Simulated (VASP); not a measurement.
C, 4 atoms in the cell. Symmetry: Cc, No. 9, monoclinic system. The conventional cell has a = 2.404 Å, b = 4.539 Å, c = 7.519 Å, α = 90.00°, β = 92.79°, γ = 90.00°. C (site symmetry 1) has 3 C at 1.43 to 1.47 Å within 1.9 Å. Within 1.9 Å of C (site symmetry 1) lie 3 C at 1.43 to 1.47 Å.  This cell differs from its parent crystal: strained and its atoms moved.

```yaml
Program: VASP 6.6.1
Task: single point
Functional: PBE
Potentials_or_basis: VASP PAW PBE potentials, release 64 (C)
Cutoff: 520 eV
k_mesh: 18 × 18 × 6
Occupations: gaussian, width 0.1 eV
Spin: no spin polarisation
Dipole_correction: no
Further_INCAR_settings: ALGO = Normal; EDIFF = 1e-06; NBANDS = 16
```

Potentials or basis: VASP PAW PBE potentials, release 64 (C).

Command:

```sh
$ cat potpaw_PBE.64/C/POTCAR > POTCAR
$ mpirun -np 1 vasp_std > vasp.out
```

Hardware: 1 thread of Intel(R) Xeon(R) 6975P-C (Granite Rapids), with other jobs on the host.

Question: Estimate the wall time of this run.

Answer: It took 110 s on 1 thread of Intel(R) Xeon(R) 6975P-C (Granite Rapids), on a shared host, peak memory 0.35 GiB. Counts: scf iterations 12, k points 524.
